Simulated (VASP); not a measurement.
Runs of VASP 6.6.1 on Bi. The structure is that of space group Im-3m (No. 229), or close to it. The cells are those of the table. 

```csv
task,cell,k mesh,cutoff (eV),gap on the mesh (eV),pressure (GPa)
single point,"a = 3.475 Å, angles 109.5°, 1 atom",18 × 18 × 18,520,none,(c)
single point,"a = 3.475 Å, angles 109.5°, 1 atom",12 × 12 × 12,520,none,-0.3
relaxation of cell and atoms,"relaxed from a = 3.459 Å, angles 109.5°, 1 atom",11 × 11 × 11,600,none,0.0
single point,"a = 3.609 Å, angles 109.5°, 1 atom",12 × 12 × 12,520,none,(a)
single point,"a = 3.521 Å, angles 109.5°, 1 atom",12 × 12 × 12,520,none,-2.0
single point,"a = 3.380 Å, angles 109.5°, 1 atom",12 × 12 × 12,520,none,4.4
single point,"a = 3.475 Å, angles 109.5°, 1 atom",11 × 11 × 11,520,none,0.0
single point,"a = 3.428 Å, angles 109.5°, 1 atom",12 × 12 × 12,520,none,(b)
single point,"a = 3.566 Å, angles 109.5°, 1 atom",12 × 12 × 12,520,none,-3.3
single point,"a = 3.330 Å, angles 109.5°, 1 atom",12 × 12 × 12,520,none,7.9
```

Alike in all rows: level revPBE; potentials or basis VASP PAW PBE potentials, release 64 (Bi_d); no spin polarisation; smearing fermi-dirac 0.1 eV.

Task: Fill in the values left out.

Result: (a) -4.4; (b) 1.8; (c) -0.1.

Caveats: the PAW data sets were made with another functional, which shifts forces and pressure a little; spin-orbit coupling is left out, which moves the levels of the heavy elements.

A k mesh can miss the band edges, and the runs leave out spin-orbit coupling on Bi.

A gap of «none» marks levels without a gap at the run's occupations.
